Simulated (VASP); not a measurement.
Runs of VASP 6.6.1 on RbBr (CsCl type). The structure is that of space group Pm-3m (No. 221), or close to it. The cells are those of the table. 

```tsv
level	potentials or basis	cell	k mesh	smearing	gap on the mesh (eV)	pressure (GPa)
LDA	VASP PAW LDA potentials, release 64 (Rb_sv, Br)	a = 3.344 Å, 2 atoms	12 × 12 × 12	fermi-dirac 0.1 eV	3.28	42.2
LDA	VASP PAW LDA potentials, release 64 (Rb_sv, Br)	a = 3.344 Å, 2 atoms	12 × 12 × 12, shifted	methfessel-paxton 0.05 eV	3.58	42.2
LDA	VASP PAW LDA potentials, release 64 (Rb_sv, Br)	a = 3.038 Å, 2 atoms	12 × 12 × 12	fermi-dirac 0.1 eV	0.80	(c)
LDA	VASP PAW LDA potentials, release 64 (Rb_sv, Br)	a = 3.618 Å, 2 atoms	12 × 12 × 12	fermi-dirac 0.1 eV	4.45	12.8
LDA	VASP PAW LDA potentials, release 64 (Rb_sv, Br)	a = 3.856 Å, 2 atoms	12 × 12 × 12	fermi-dirac 0.1 eV	4.52	2.5
r2SCAN	VASP PAW PBE potentials, release 64 (Rb_sv, Br)	a = 3.038 Å, 2 atoms	12 × 12 × 12	fermi-dirac 0.1 eV	1.53	147.8
LDA	VASP PAW LDA potentials, release 64 (Rb_sv, Br)	a = 3.188 Å, 2 atoms	12 × 12 × 12	fermi-dirac 0.1 eV	2.20	(d)
LDA	VASP PAW LDA potentials, release 64 (Rb_sv, Br)	a = 3.741 Å, 2 atoms	12 × 12 × 12	fermi-dirac 0.1 eV	4.74	(b)
LDA	VASP PAW LDA potentials, release 64 (Rb_sv, Br)	a = 3.487 Å, 2 atoms	12 × 12 × 12	fermi-dirac 0.1 eV	4.01	(a)
```

Alike in all rows: task single point; no spin polarisation; cutoff (eV) 520.

Task: Estimate the missing entries.

Result: (a) 23.6; (b) 6.4; (c) 129.3; (d) 75.8.

Caveats: the PAW data sets were made with another functional, which shifts forces and pressure a little (some runs).

A k mesh can miss the band edges, and the runs leave out spin-orbit coupling on Br, Rb.
